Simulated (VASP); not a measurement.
Ru:

```
CELL_PARAMETERS angstrom
2.70580 0.00000 0.00000
-1.35290 2.34329 0.00000
0.00000 0.00000 4.28190
ATOMIC_POSITIONS crystal
Ru 0.33333 0.66667 0.25000
Ru 0.66667 0.33333 0.75000
```

| Item | Value |
| --- | --- |
| Program | VASP 6.6.1 |
| Task | relaxation of cell and atoms |
| Functional | PBEsol |
| Potentials or basis | VASP PAW PBE potentials, release 64 (Ru_pv) |
| Cutoff | 600 eV |
| k mesh | 18 × 18 × 10 |
| Occupations | gaussian, width 0.1 eV |
| Spin | no spin polarisation |

At the start: pressure -6.4 GPa; volume 13.57 Å³/atom.

Where does the relaxation end?

Over 8 steps the energy falls by 5.3 meV/atom and the volume is 13.31 Å³/atom (-1.9 %); space group P6_3/mmc (No. 194, to 0.1 Å) before and after.

Step by step:
```tsv
step	energy change (eV)	largest force (eV/Å)	pressure (GPa)	volume (Å³)
1	0.0000	0.0000	-6.43	27.15
2	0.1031	0.0000	24.61	25.06
3	-0.0107	0.0000	-0.12	26.64
4	-0.0107	0.0000	-0.03	26.63
5	-0.0107	0.0000	0.11	26.62
6	-0.0107	0.0000	-0.27	26.65
7	-0.0107	0.0000	-0.01	26.63
8	-0.0107	0.0000	0.01	26.63
```

Final structure:
```yaml
crystal:
  lattice:
    - [2.68918, 0.00000, 0.00000]
    - [-1.34459, 2.32890, 0.00000]
    - [0.00000, 0.00000, 4.25206]
  atoms:
    - { symbol: Ru, position: [0.33333, 0.66667, 0.25000] }
    - { symbol: Ru, position: [0.66667, 0.33333, 0.75000] }
```

Caveat: the PAW data sets were made with another functional, which shifts forces and pressure a little.
